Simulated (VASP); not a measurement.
# MnO (Pmmm) in VASP: single point with PBE

Aim: the single point of MnO with PBE.

All numbers are computed with VASP 6.6.1; they aren't measurements. Logs are shortened: lines on timing, memory, paths and dates and some standing lists are left out, and cuts for length are marked.

## 1. The cell of the first run

It takes space group Pmmm (No. 47, orthorhombic). Conventional cell: a = 2.870 Å, b = 3.769 Å, c = 6.175 Å, α = 90.00°, β = 90.00°, γ = 90.00°. Mn (site symmetry mm2) has 4 O at 1.92 to 2.01 Å within 2.5 Å. Mn (site symmetry mmm) has 4 O at 1.94 Å within 2.6 Å. O (site symmetry mm2) has 4 Mn at 1.92 to 1.94 Å within 2.5 Å. O (site symmetry mmm) has 4 Mn at 2.01 Å within 2.7 Å.

The cell was generated, and may not be a known phase.

## 2. Single point, PBE, collinear spin, ferromagnetic start

INCAR

```
ALGO = Normal
EDIFF = 1E-6
ENCUT = 700
GGA = PE
GGA_COMPAT = F
ISIF = 2
ISMEAR = 0
ISPIN = 2
LASPH = T
LCHARG = T
LELF = T
LMAXMIX = 4
LORBIT = 11
LREAL = F
LVHAR = T
LWAVE = F
MAGMOM = 4 4 4 0 0 0
NBANDS = 44
NELM = 200
PREC = Accurate
SIGMA = 0.1
```

KPOINTS

```
k-points
0
Gamma
  6 6 4
```

POSCAR

```
MnO
1.0
    2.8696736239      0.0000000000      0.0000000000
    0.0000000000      3.7691635604      0.0000000000
    0.0000000000      0.0000000000      6.1754890377
Mn O
3 3
Direct
    0.5000000000      0.5000000000      0.2290158175
    0.5000000000      0.5000000000      0.7709841825
    0.0000000000      0.0000000000      0.5000000000
    0.5000000000      0.0000000000      0.2880421623
    0.0000000000      0.5000000000      0.0000000000
    0.5000000000      0.0000000000      0.7119578377
```

Potentials or basis: VASP PAW PBE potentials, release 64 (Mn_sv, O).

Launch:

```
$ cat potpaw_PBE.64/Mn_sv/POTCAR potpaw_PBE.64/O/POTCAR > POTCAR
$ mpirun -np 1 vasp_std > vasp.out
```

OUTCAR:

```text
EDIFF = 1E-6
   ENCUT = 700
   GGA = PE
   ISIF = 2
   ISMEAR = 0
   ISPIN = 2
   LASPH = T
   LORBIT = 11
   LREAL = F
   NELM = 200
   PREC = Accurate

 ion  position               nearest neighbor table
   1  0.500  0.500  0.229-   4 1.92   4 1.92   5 2.01   5 2.01
   2  0.500  0.500  0.771-   6 1.92   6 1.92   5 2.01   5 2.01
   3  0.000  0.000  0.500-   4 1.94   6 1.94   4 1.94   6 1.94
   4  0.500  0.000  0.288-   1 1.92   1 1.92   3 1.94   3 1.94
   5  0.000  0.500  0.000-   1 2.01   2 2.01   1 2.01   2 2.01
   6  0.500  0.000  0.712-   2 1.92   2 1.92   3 1.94   3 1.94

  LATTYP: Found a simple orthorhombic cell.
 ALAT       =     2.8696736239
 B/A-ratio  =     1.3134467728
 C/A-ratio  =     2.1519830640

  Lattice vectors:

 A1 = (   2.8696736239,   0.0000000000,   0.0000000000)
 A2 = (   0.0000000000,   3.7691635604,   0.0000000000)
 A3 = (   0.0000000000,   0.0000000000,   6.1754890377)

Analysis of symmetry for initial positions (statically):
=====================================================================
 Subroutine PRICEL returns:
 Original cell was already a primitive cell.

 Routine SETGRP: Setting up the symmetry group for a
 simple orthorhombic supercell.

 Subroutine GETGRP returns: Found  8 space group operations
 (whereof  8 operations were pure point group operations)
 out of a pool of  8 trial point group operations.

The static configuration has the point symmetry D_2h.

Analysis of symmetry for dynamics (positions and initial velocities):
=====================================================================
 Subroutine PRICEL returns:
 Original cell was already a primitive cell.

 Routine SETGRP: Setting up the symmetry group for a
 simple orthorhombic supercell.

 Subroutine GETGRP returns: Found  8 space group operations
 (whereof  8 operations were pure point group operations)
 out of a pool of  8 trial point group operations.

The dynamic configuration has the point symmetry D_2h.

Analysis of structural, dynamic, and magnetic symmetry:
=====================================================================
 Subroutine PRICEL returns:
 Original cell was already a primitive cell.

 Routine SETGRP: Setting up the symmetry group for a
 simple orthorhombic supercell.

 Subroutine GETGRP returns: Found  8 space group operations
 (whereof  8 operations were pure point group operations)
 out of a pool of  8 trial point group operations.

The overall configuration has the point symmetry D_2h.

 Subroutine INISYM returns: Found  8 space group operations
 (whereof  8 operations are pure point group operations),
 and found     1 'primitive' translations

----------------------------------------------------------------------------------------

                                     Primitive cell

  volume of cell :      66.7958

  direct lattice vectors                    reciprocal lattice vectors
     2.869673624  0.000000000  0.000000000     0.348471684  0.000000000  0.000000000
     0.000000000  3.769163560  0.000000000     0.000000000  0.265310853  0.000000000
     0.000000000  0.000000000  6.175489038     0.000000000  0.000000000  0.161930496

  length of vectors
     2.869673624  3.769163560  6.175489038     0.348471684  0.265310853  0.161930496

  position of ions in fractional coordinates (direct lattice)
     0.500000000  0.500000000  0.229015817
     0.500000000  0.500000000  0.770984183
     0.000000000  0.000000000  0.500000000
     0.500000000  0.000000000  0.288042162
     0.000000000  0.500000000  0.000000000
     0.500000000  0.000000000  0.711957838

  ion indices of the primitive-cell ions
   primitive index   ion index
                 1           1
                 2           2
                 3           3
                 4           4
                 5           5
                 6           6

----------------------------------------------------------------------------------------
[... 31 lines left out ...]
  0.000000  0.166667  0.000000      2.000000
  0.166667  0.166667  0.000000      4.000000
[... 16 lines left out ...]
  0.333333  0.166667  0.250000      8.000000
  0.500000  0.166667  0.250000      4.000000
 [... further k-points ...]
   k-points           NKPTS =     48   k-points in BZ     NKDIM =     48   number of bands    NBANDS=     44
   number of dos      NEDOS =    301   number of ions     NIONS =      6
   total plane-waves  NPLWV =  54432
   dimension x,y,z NGX =    28 NGY =   36 NGZ =   54
   dimension x,y,z NGXF=    56 NGYF=   72 NGZF=  108
   ions per type =               3   3
   NGX,Y,Z   is equivalent  to a cutoff of  16.22, 15.88, 14.54 a.u.
   NGXF,Y,Z  is equivalent  to a cutoff of  32.44, 31.76, 29.07 a.u.
 SYSTEM =  unknown system
   PREC   = accura    normal or accurate (medium, high low for compatibility)
   ISTART =      0    job   : 0-new  1-cont  2-samecut
   ICHARG =      2    charge: 1-file 2-atom 10-const
   ISPIN  =      2    spin polarized calculation?
   LNONCOLLINEAR =      F non collinear calculations
   LSORBIT =      F    spin-orbit coupling
   LASPH  =      T    aspherical Exc in radial PAW
   ENCUT  =  700.0 eV  51.45 Ry    7.17 a.u.   6.19  8.13 13.32*2*pi/ulx,y,z
   NELM   =    200;   NELMIN=  2; NELMDL= -5     # of ELM steps
   EDIFF  = 0.1E-05   stopping-criterion for ELM
   LREAL  =      F    real-space projection
   EDIFFG = 0.1E-04   stopping-criterion for IOM
   NSW    =      0    number of steps for IOM
   IBRION =     -1    ionic relax: 0-MD 1-quasi-New 2-CG
   NFREE  =      0    steps in history (QN), initial steepest desc. (CG)
   ISIF   =      2    stress and relaxation
   ISYM   =      2    0-nonsym 1-usesym 2-fastsym
   POTIM  = 0.5000    time-step for ionic-motion
   TEBEG  =    0.0;   TEEND  =   0.0 temperature during run
   PSTRESS=    0.0 pullay stress
   NELECT =      63.0000    total number of electrons
   NUPDOWN=      -1.0000    fix difference up-down
   EMIN   =  10.00;   EMAX   =-10.00  energy-range for DOS
   EFERMI =   0.00;   METHOD = LEGACY
   ISMEAR =     0;   SIGMA  =   0.10  broadening in eV -4-tet -1-fermi 0-gaus
   EFERMI_NEDOS =   21; number of points for ismear=-14 and -15
   IALGO  =     38    algorithm
   IMIX   =      4    mixing-type and parameters
     AMIX     =   0.40;   BMIX     =  1.00
     AMIX_MAG =   1.60;   BMIX_MAG =  1.00
  volume/ion in A,a.u.               =      11.13        75.13
  Fermi-wavevector in a.u.,A,eV,Ry     =   1.605482  3.033921 35.069996  2.577572
  Thomas-Fermi vector in A             =   2.701821
   LORBIT       =     11    0 simple, 1 ext, 2 COOP (PROOUT), +10 PAW based schemes
   GGA     = PE    functional components
   LHFCALC =     F    Hartree Fock is set to
   AEXX    =    0.0000 exact exchange contribution
   IVDW    =     0    specifies the selected vdW correction
   LEPSILON=     F    determine dielectric tensor
   LRPA    =     F    only Hartree local field effects (RPA)
 spin polarized calculation
 Gauss-broadening in eV      SIGMA  =   0.10
  energy-cutoff  :      700.00
  volume of cell :       66.80
 maximum number of plane-waves:      2832
 NGX is ok and might be reduce to    28
   NGX = 13   NGY = 17   NGZ = 27

 number of electron      62.9999997 magnetization      10.3217798

 number of electron      63.0000000 magnetization       9.4672532

 Free energy of the ion-electron system (eV)
  ---------------------------------------------------
  ext. energy  EPLUGINS =         0.00000000
  ---------------------------------------------------
  free energy    TOTEN  =       -49.83459816 eV

  energy without entropy =      -49.82112988  energy(sigma->0) =      -49.82786402

 E-fermi :   8.4051     XC(G=0): -11.7074

 val. band max:        8.4009468321   @ k =   0.0000   0.3333   0.0000
 cond. band min:       8.4221434086   @ k =   0.1667   0.5000   0.0000
 fundamental gap:      0.0211965765
 Fermi energy:         8.4050826228

 spin component 1

 k-point     1 :       0.0000    0.0000    0.0000
  band No.  band energies     occupation
      1     -73.0627      1.00000
      2     -73.0566      1.00000
      3     -72.9191      1.00000
      4     -42.0041      1.00000
      5     -41.9967      1.00000
      6     -41.9134      1.00000
[... 1093 lines left out ...]
     42      15.4973      0.00000
     43      17.3576      0.00000

 [... further k-points ...]

 spin component 2

 k-point     1 :       0.0000    0.0000    0.0000
  band No.  band energies     occupation
      1     -69.9929      1.00000
      2     -69.4513      1.00000
      3     -69.4455      1.00000
      4     -39.0653      1.00000
      5     -39.0138      1.00000
      6     -38.5382      1.00000
[... 1093 lines left out ...]
     42      16.2655      0.00000
     43      18.1627      0.00000

 [... further k-points ...]

 [bands above 43 left out]

------------------------ aborting loop because EDIFF is reached ----------------------------------------

  FORCE on cell =-STRESS in cart. coord.  units (eV):
  Direction    XX          YY          ZZ          XY          YZ          ZX
  --------------------------------------------------------------------------------------
  -------------------------------------------------------------------------------------
  Total       -0.2669841     -0.3100132     -0.2846304      0.0000000      0.0000000      0.0000000
  in kB       -6.4039391     -7.4360431     -6.8272068      0.0000000      0.0000000      0.0000000
  external PRESSURE =      -6.8890630 kB  Pullay stress =       0.0000000 kB

 VOLUME and BASIS-vectors are now :
 -----------------------------------------------------------------------------
  energy-cutoff  :      700.00
  volume of cell :       66.80
      direct lattice vectors                 reciprocal lattice vectors
     2.869673624  0.000000000  0.000000000     0.348471684  0.000000000  0.000000000
     0.000000000  3.769163560  0.000000000     0.000000000  0.265310853  0.000000000
     0.000000000  0.000000000  6.175489038     0.000000000  0.000000000  0.161930496

 POSITION                                       TOTAL-FORCE (eV/Angst)
 -----------------------------------------------------------------------------------
      1.43484      1.88458      1.41428        -0.000000      0.000000     -0.017083
      1.43484      1.88458      4.76120        -0.000000      0.000000      0.017083
      0.00000      0.00000      3.08774        -0.000000      0.000000      0.000000
      1.43484      0.00000      1.77880        -0.000000      0.000000      0.010366
      0.00000      1.88458      0.00000        -0.000000      0.000000      0.000000
      1.43484      0.00000      4.39669         0.000000      0.000000     -0.010366
 -----------------------------------------------------------------------------------
    total drift:                                0.000000      0.000000      0.000000

  FREE ENERGIE OF THE ION-ELECTRON SYSTEM (eV)
  ---------------------------------------------------
  free  energy   TOTEN  =       -49.8345981622 eV

  energy  without entropy=      -49.8211298828  energy(sigma->0) =      -49.82786402

 total charge

# of ion       s       p       d       tot
------------------------------------------
    1        2.154   6.051   4.637  12.842
    2        2.154   6.051   4.637  12.842
    3        2.173   6.059   4.660  12.892
    4        1.558   3.495   0.000   5.052
    5        1.564   3.421   0.000   4.986
    6        1.558   3.495   0.000   5.052
--------------------------------------------------
tot         11.160  28.572  13.933  53.666

 magnetization (x)

# of ion       s       p       d       tot
------------------------------------------
    1        0.015   0.008   3.100   3.123
    2        0.015   0.008   3.100   3.123
    3        0.019   0.008   2.526   2.553
    4        0.001   0.022   0.000   0.023
    5        0.020   0.070   0.000   0.090
    6        0.001   0.022   0.000   0.023
--------------------------------------------------
tot          0.072   0.139   8.725   8.936
```

Wall time 9.9 min (1 thread of Intel Xeon Platinum 8488C (Sapphire Rapids), shared host); peak memory 0.45 GiB.

What came out:

```yaml
Free_energy: -49.8346 eV
Pressure: -0.7 GPa
Largest_force: 0.017 eV/Å
Net_moment: 9.47 μB per cell
Site_moments: Mn +3.12, +2.55 (each value once); O +0.02, +0.09 (each value once) μB
Valence_electrons_inside_the_program's_atomic_spheres: Mn 12.84, 12.89 (each value once); O 5.05, 4.99 (each value once)
```

Forces in eV/Å, atoms in the order of the input:
```
Mn   0.000  0.000 -0.017
Mn   0.000  0.000  0.017
Mn   0.000  0.000  0.000
O    0.000  0.000  0.010
O    0.000  0.000  0.000
O    0.000  0.000 -0.010
```

Caveat: the k points lie up to 0.36 Å⁻¹ apart; semilocal functionals often make such compounds metallic where correlation or magnetic order opens a gap, which also shifts bond lengths; the run started ferromagnetic, and an antiferromagnetic order may lie lower in energy.
